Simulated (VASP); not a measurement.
# In3Ge (Fm-3m) in VASP: further runs

The runs below take In3Ge through single point, with LDA.

All numbers are computed with VASP 6.6.1; they aren't measurements. Logs are shortened: lines on timing, memory, paths and dates and some standing lists are left out, and cuts for length are marked.

**1. The cell of the first run**

Symmetry: Fm-3m, No. 225, cubic system. The conventional cell has a = 7.418 Å, b = 7.418 Å, c = 7.418 Å, α = 90.00°, β = 90.00°, γ = 90.00°. In (site symmetry -43m) has 10 In at 3.21 to 3.71 Å and 4 Ge at 3.21 Å within 4.2 Å. In (site symmetry m-3m) has 8 In at 3.21 Å and 6 Ge at 3.71 Å within 4.2 Å. Within 4.2 Å of Ge (site symmetry m-3m) lie 14 In at 3.21 to 3.71 Å.

**2. Single point, LDA**

Input file INCAR:

```
SYSTEM = In3Ge
ALGO = Normal ; EDIFF = 1E-6
ENCUT = 520 ; ISIF = 2
ISMEAR = 0 ; LASPH = .True.
LCHARG = .True. ; LELF = .True.
LREAL = .False. ; LVHAR = .True.
LWAVE = .False. ; NBANDS = 34
NELM = 80 ; PREC = Accurate
SIGMA = 0.1
```

Input file KPOINTS:

```
k-points
0
Gamma
  6 6 6
  0 0 0
```

Input file POSCAR:

```
In3Ge
1.0
    0.0000000000      3.7090680000      3.7090680000
    3.7090680000      0.0000000000      3.7090680000
    3.7090680000      3.7090680000      0.0000000000
In Ge
3 1
Direct
    0.2500000000      0.2500000000      0.2500000000
    0.7500000000      0.7500000000      0.7500000000
    0.5000000000      0.5000000000      0.5000000000
    0.0000000000      0.0000000000      0.0000000000
```

Potentials or basis: VASP PAW LDA potentials, release 64 (In_d, Ge_d).

On the command line:

```sh
> cat potpaw_LDA.64/In_d/POTCAR potpaw_LDA.64/Ge_d/POTCAR > POTCAR
> mpirun -np 1 vasp_std > vasp.out
```

OUTCAR:

```text
SYSTEM = In3Ge
   EDIFF = 1E-6
   ENCUT = 520
   ISIF = 2
   ISMEAR = 0
   LASPH = .True.
   LREAL = .False.
   NELM = 80
   PREC = Accurate

 ion  position               nearest neighbor table
   1  0.250  0.250  0.250-   4 3.21   4 3.21   4 3.21   3 3.21   3 3.21   3 3.21   4 3.21   3 3.21
                             2 3.71   2 3.71   2 3.71   2 3.71   2 3.71   2 3.71
   2  0.750  0.750  0.750-   3 3.21   3 3.21   3 3.21   4 3.21   4 3.21   4 3.21   4 3.21   3 3.21
                             1 3.71   1 3.71   1 3.71   1 3.71   1 3.71   1 3.71
   3  0.500  0.500  0.500-   1 3.21   1 3.21   1 3.21   2 3.21   2 3.21   2 3.21   2 3.21   1 3.21

   4  0.000  0.000  0.000-   2 3.21   2 3.21   2 3.21   1 3.21   1 3.21   1 3.21   2 3.21   1 3.21

  LATTYP: Found a face centered cubic cell.
 ALAT       =     7.4181360000

  Lattice vectors:

 A1 = (   0.0000000000,   3.7090680000,   3.7090680000)
 A2 = (   3.7090680000,   0.0000000000,   3.7090680000)
 A3 = (   3.7090680000,   3.7090680000,   0.0000000000)

Analysis of symmetry for initial positions (statically):
=====================================================================
 Subroutine PRICEL returns:
 Original cell was already a primitive cell.

 Routine SETGRP: Setting up the symmetry group for a
 face centered cubic supercell.

 Subroutine GETGRP returns: Found 48 space group operations
 (whereof 48 operations were pure point group operations)
 out of a pool of 48 trial point group operations.

The static configuration has the point symmetry O_h .

Analysis of symmetry for dynamics (positions and initial velocities):
=====================================================================
 Subroutine PRICEL returns:
 Original cell was already a primitive cell.

 Routine SETGRP: Setting up the symmetry group for a
 face centered cubic supercell.

 Subroutine GETGRP returns: Found 48 space group operations
 (whereof 48 operations were pure point group operations)
 out of a pool of 48 trial point group operations.

The dynamic configuration has the point symmetry O_h .

 Subroutine INISYM returns: Found 48 space group operations
 (whereof 48 operations are pure point group operations),
 and found     1 'primitive' translations

----------------------------------------------------------------------------------------

[... 83 lines left out ...]
   LSORBIT =      F    spin-orbit coupling
   LASPH  =      T    aspherical Exc in radial PAW
   ENCUT  =  520.0 eV  38.22 Ry    6.18 a.u.   9.75  9.75  9.75*2*pi/ulx,y,z
   NELM   =     80;   NELMIN=  2; NELMDL= -5     # of ELM steps
   EDIFF  = 0.1E-05   stopping-criterion for ELM
   LREAL  =      F    real-space projection
   EDIFFG = 0.1E-04   stopping-criterion for IOM
   NSW    =      0    number of steps for IOM
   IBRION =     -1    ionic relax: 0-MD 1-quasi-New 2-CG
   NFREE  =      0    steps in history (QN), initial steepest desc. (CG)
   ISIF   =      2    stress and relaxation
   ISYM   =      2    0-nonsym 1-usesym 2-fastsym
   POTIM  = 0.5000    time-step for ionic-motion
   TEBEG  =    0.0;   TEEND  =   0.0 temperature during run
   PSTRESS=    0.0 pullay stress
   NELECT =      53.0000    total number of electrons
   NUPDOWN=      -1.0000    fix difference up-down
   EMIN   =  10.00;   EMAX   =-10.00  energy-range for DOS
   EFERMI =   0.00;   METHOD = LEGACY
   ISMEAR =     0;   SIGMA  =   0.10  broadening in eV -4-tet -1-fermi 0-gaus
   EFERMI_NEDOS =   21; number of points for ismear=-14 and -15
   IALGO  =     38    algorithm
   IMIX   =      4    mixing-type and parameters
     AMIX     =   0.40;   BMIX     =  1.00
     AMIX_MAG =   1.60;   BMIX_MAG =  1.00
  volume/ion in A,a.u.               =      25.51       172.17
  Fermi-wavevector in a.u.,A,eV,Ry     =   1.315907  2.486704 23.560015  1.731612
  Thomas-Fermi vector in A             =   2.446057
   LORBIT       =      0    0 simple, 1 ext, 2 COOP (PROOUT), +10 PAW based schemes
   GGA     = CA    functional components
   LHFCALC =     F    Hartree Fock is set to
   AEXX    =    0.0000 exact exchange contribution
   IVDW    =     0    specifies the selected vdW correction
   LEPSILON=     F    determine dielectric tensor
   LRPA    =     F    only Hartree local field effects (RPA)
 non-spin polarized calculation
 Gauss-broadening in eV      SIGMA  =   0.10
  energy-cutoff  :      520.00
  volume of cell :      102.05
 maximum number of plane-waves:      2778
   NGX = 19   NGY = 19   NGZ = 19

 number of electron      53.0000024 magnetization

 Free energy of the ion-electron system (eV)
  ---------------------------------------------------
  ext. energy  EPLUGINS =         0.00000000
  ---------------------------------------------------
  free energy    TOTEN  =       -14.29002751 eV

  energy without entropy =      -14.27660803  energy(sigma->0) =      -14.28331777

 E-fermi :   6.7887     XC(G=0): -10.5212

 val. band max:        6.6625047049   @ k =   0.1667   0.1667   0.0000
 cond. band min:       6.7971959239   @ k =  -0.3333   0.1667   0.0000
 fundamental gap:      0.1346912190
 Fermi energy:         6.7887175313

 k-point     1 :       0.0000    0.0000    0.0000
  band No.  band energies     occupation
      1     -18.1666      2.00000
      2     -18.1666      2.00000
      3     -18.1666      2.00000
      4     -18.1626      2.00000
      5     -18.1626      2.00000
      6      -8.0842      2.00000
[... 581 lines left out ...]
     33      12.1990      0.00000
     34      12.8245      0.00000

------------------------ aborting loop because EDIFF is reached ----------------------------------------

  FORCE on cell =-STRESS in cart. coord.  units (eV):
  Direction    XX          YY          ZZ          XY          YZ          ZX
  --------------------------------------------------------------------------------------
  -------------------------------------------------------------------------------------
  Total       -3.1426662     -3.1426662     -3.1426662      0.0000000     -0.0000000     -0.0000000
  in kB      -49.3383306    -49.3383306    -49.3383306      0.0000000     -0.0000000     -0.0000000
  external PRESSURE =     -49.3383306 kB  Pullay stress =       0.0000000 kB

 VOLUME and BASIS-vectors are now :
 -----------------------------------------------------------------------------
  energy-cutoff  :      520.00
  volume of cell :      102.05
      direct lattice vectors                 reciprocal lattice vectors
     0.000000000  3.709068000  3.709068000    -0.134804754  0.134804754  0.134804754
     3.709068000  0.000000000  3.709068000     0.134804754 -0.134804754  0.134804754
     3.709068000  3.709068000  0.000000000     0.134804754  0.134804754 -0.134804754

 POSITION                                       TOTAL-FORCE (eV/Angst)
 -----------------------------------------------------------------------------------
      1.85453      1.85453      1.85453         0.000000      0.000000      0.000000
      5.56360      5.56360      5.56360        -0.000000      0.000000     -0.000000
      3.70907      3.70907      3.70907         0.000000     -0.000000      0.000000
      0.00000      0.00000      0.00000         0.000000     -0.000000      0.000000
 -----------------------------------------------------------------------------------
    total drift:                               -0.000000      0.000000      0.000000

  FREE ENERGIE OF THE ION-ELECTRON SYSTEM (eV)
  ---------------------------------------------------
  free  energy   TOTEN  =       -14.2900275083 eV

  energy  without entropy=      -14.2766080258  energy(sigma->0) =      -14.28331777
```

OSZICAR:

```text
N       E                     dE             d eps       ncg     rms          rms(c)
DAV:   1     0.503197726910E+03    0.50320E+03   -0.25839E+04  1194   0.282E+03
DAV:   2     0.596107360868E+02   -0.44359E+03   -0.43597E+03  1088   0.638E+02
DAV:   3    -0.106843239425E+02   -0.70295E+02   -0.69453E+02  1216   0.211E+02
DAV:   4    -0.143221298553E+02   -0.36378E+01   -0.36266E+01  1266   0.543E+01
DAV:   5    -0.144372309962E+02   -0.11510E+00   -0.11508E+00  1554   0.883E+00    0.421E+00
DAV:   6    -0.143140856614E+02    0.12315E+00   -0.30188E-01  1408   0.582E+00    0.224E+00
DAV:   7    -0.142927530042E+02    0.21333E-01   -0.76674E-02  1426   0.262E+00    0.431E-01
DAV:   8    -0.142904939850E+02    0.22590E-02   -0.67094E-03  1502   0.830E-01    0.192E-01
DAV:   9    -0.142900259449E+02    0.46804E-03   -0.81960E-04  1512   0.217E-01    0.706E-02
DAV:  10    -0.142900269071E+02   -0.96219E-06   -0.64378E-05  1486   0.928E-02    0.412E-02
DAV:  11    -0.142900275083E+02   -0.60116E-06   -0.50867E-06  1158   0.230E-02
   1 F= -.14290028E+02 E0= -.14283318E+02  d E =-.134195E-01
```

stdout:

```text
POSCAR found type information on POSCAR InGe
 POSCAR found :  2 types and       4 ions
 scaLAPACK will be used
 LDA part: xc-table for (Slater(with rela. corr.)+CA(PZ))
 , standard interpolation
 POSCAR, INCAR and KPOINTS ok, starting setup
 FFT: planning ... GRIDC
 FFT: planning ... GRID_SOFT
 FFT: planning ... GRID
 WAVECAR not read
 entering main loop
```

Wall time 1.8 min (1 thread of AMD EPYC 7R13, shared host); peak memory 0.19 GiB.

Results:

* Free energy: -14.2900 eV
* Pressure: -4.9 GPa

Levels at points of the mesh, in eV from the Fermi level:
```csv
k point,band 22,band 23,band 24,band 25,band 26,band 27,band 28,band 29,band 30,band 31
"(0.00, 0.00, 0.00)",-5.21,-2.44,-0.96,-0.96,-0.96,-0.18,-0.18,-0.18,0.04,0.83
"(0.50, 0.00, 0.00)",-7.65,-4.43,-2.63,-1.68,-1.68,-1.07,-1.07,1.99,2.47,4.20
"(0.50, 0.50, 0.00)",-6.92,-5.36,-4.23,-3.68,-3.68,2.85,3.00,3.00,3.42,4.32
```

Caveat: spin-orbit coupling is left out, which moves the levels of the heavy elements.

**3. Single point, LDA**

Input file INCAR:

```
PREC = Accurate ; ENCUT = 520
EDIFF = 1E-6 ; ISMEAR = 0
SIGMA = 0.1 ; LREAL = False
LASPH = True ; NELM = 60
ALGO = Normal ; ISIF = 2
LWAVE = False ; LCHARG = False
GGA = CA ; NBANDS = 34
```

Input file KPOINTS:

```
Automatic mesh
0
Gamma
  6 6 6
```

POSCAR is that of step 2.

Potentials or basis: VASP PAW LDA potentials, release 64 (In_d, Ge_d).

On the command line:

```sh
> cat potpaw_LDA.64/In_d/POTCAR potpaw_LDA.64/Ge_d/POTCAR > POTCAR
> mpirun -np 1 vasp_std > vasp.out
```

OUTCAR:

```text
PREC = Accurate
   ENCUT = 520
   EDIFF = 1E-6
   ISMEAR = 0
   LREAL = False
   LASPH = True
   NELM = 60
   ISIF = 2
   GGA = CA

 ion  position               nearest neighbor table
   1  0.250  0.250  0.250-   4 3.21   4 3.21   4 3.21   3 3.21   3 3.21   3 3.21   4 3.21   3 3.21
                             2 3.71   2 3.71   2 3.71   2 3.71   2 3.71   2 3.71
   2  0.750  0.750  0.750-   3 3.21   3 3.21   3 3.21   4 3.21   4 3.21   4 3.21   4 3.21   3 3.21
                             1 3.71   1 3.71   1 3.71   1 3.71   1 3.71   1 3.71
   3  0.500  0.500  0.500-   1 3.21   1 3.21   1 3.21   2 3.21   2 3.21   2 3.21   2 3.21   1 3.21

[... 784 lines left out ...]
  -------------------------------------------------------------------------------------
  Total       -3.1426662     -3.1426662     -3.1426662      0.0000000     -0.0000000     -0.0000000
  in kB      -49.3383306    -49.3383306    -49.3383306      0.0000000     -0.0000000     -0.0000000
  external PRESSURE =     -49.3383306 kB  Pullay stress =       0.0000000 kB

 VOLUME and BASIS-vectors are now :
 -----------------------------------------------------------------------------
  energy-cutoff  :      520.00
  volume of cell :      102.05
      direct lattice vectors                 reciprocal lattice vectors
     0.000000000  3.709068000  3.709068000    -0.134804754  0.134804754  0.134804754
     3.709068000  0.000000000  3.709068000     0.134804754 -0.134804754  0.134804754
     3.709068000  3.709068000  0.000000000     0.134804754  0.134804754 -0.134804754

 POSITION                                       TOTAL-FORCE (eV/Angst)
 -----------------------------------------------------------------------------------
      1.85453      1.85453      1.85453         0.000000      0.000000      0.000000
      5.56360      5.56360      5.56360        -0.000000      0.000000     -0.000000
      3.70907      3.70907      3.70907         0.000000     -0.000000      0.000000
      0.00000      0.00000      0.00000         0.000000     -0.000000      0.000000
 -----------------------------------------------------------------------------------
    total drift:                               -0.000000      0.000000      0.000000

  FREE ENERGIE OF THE ION-ELECTRON SYSTEM (eV)
  ---------------------------------------------------
  free  energy   TOTEN  =       -14.2900275083 eV

  energy  without entropy=      -14.2766080258  energy(sigma->0) =      -14.28331777
```

OSZICAR:

```text
N       E                     dE             d eps       ncg     rms          rms(c)
DAV:   1     0.503197726910E+03    0.50320E+03   -0.25839E+04  1194   0.282E+03
DAV:   2     0.596107360868E+02   -0.44359E+03   -0.43597E+03  1088   0.638E+02
DAV:   3    -0.106843239425E+02   -0.70295E+02   -0.69453E+02  1216   0.211E+02
DAV:   4    -0.143221298553E+02   -0.36378E+01   -0.36266E+01  1266   0.543E+01
DAV:   5    -0.144372309962E+02   -0.11510E+00   -0.11508E+00  1554   0.883E+00    0.421E+00
DAV:   6    -0.143140856614E+02    0.12315E+00   -0.30188E-01  1408   0.582E+00    0.224E+00
DAV:   7    -0.142927530042E+02    0.21333E-01   -0.76674E-02  1426   0.262E+00    0.431E-01
DAV:   8    -0.142904939850E+02    0.22590E-02   -0.67094E-03  1502   0.830E-01    0.192E-01
DAV:   9    -0.142900259449E+02    0.46804E-03   -0.81960E-04  1512   0.217E-01    0.706E-02
DAV:  10    -0.142900269071E+02   -0.96219E-06   -0.64378E-05  1486   0.928E-02    0.412E-02
DAV:  11    -0.142900275083E+02   -0.60116E-06   -0.50867E-06  1158   0.230E-02
   1 F= -.14290028E+02 E0= -.14283318E+02  d E =-.134195E-01
```

Wall time 2 min (1 thread of AMD EPYC 7R13, shared host); peak memory 0.19 GiB.

Results:

```
Free energy : -14.2900 eV
Pressure    : -4.9 GPa
```

Caveat: spin-orbit coupling is left out, which moves the levels of the heavy elements.

**4. Single point, LDA**

Input file INCAR:

```
SYSTEM = In3Ge
PREC = Accurate
ENCUT = 520
EDIFF = 1E-7
ISMEAR = 0
SIGMA = 0.1
LREAL = .FALSE.
LASPH = .TRUE.
NELM = 100
ALGO = Normal
ISIF = 2
LWAVE = .FALSE.
LCHARG = .TRUE.
GGA = CA
LELF = .TRUE.
LVHAR = .TRUE.
NBANDS = 34
```

Input file KPOINTS:

```
regular mesh
0
G
  6 6 6
  0 0 0
```

POSCAR is that of step 3.

On the command line:

```sh
> cat potpaw_LDA.64/In_d/POTCAR potpaw_LDA.64/Ge_d/POTCAR > POTCAR
> mpirun -np 1 vasp_std > vasp.out
```

It took 3 min on 1 thread of AMD EPYC 7R13, shared host; peak memory 0.19 GiB.

Results (log left out):

```yaml
Free_energy: -14.2900 eV
Pressure: -4.8 GPa
```

Levels at points of the mesh, in eV from the Fermi level:
| k point | band 22 | band 23 | band 24 | band 25 | band 26 | band 27 | band 28 | band 29 | band 30 | band 31 |
| --- | --- | --- | --- | --- | --- | --- | --- | --- | --- | --- |
| (0.00, 0.00, 0.00) | -5.21 | -2.44 | -0.96 | -0.96 | -0.96 | -0.18 | -0.18 | -0.18 | 0.04 | 0.83 |
| (0.50, 0.00, 0.00) | -7.65 | -4.43 | -2.63 | -1.68 | -1.68 | -1.06 | -1.06 | 1.99 | 2.47 | 4.20 |
| (0.50, 0.50, 0.00) | -6.92 | -5.36 | -4.23 | -3.68 | -3.68 | 2.85 | 3.00 | 3.00 | 3.42 | 4.32 |

Caveat: spin-orbit coupling is left out, which moves the levels of the heavy elements.
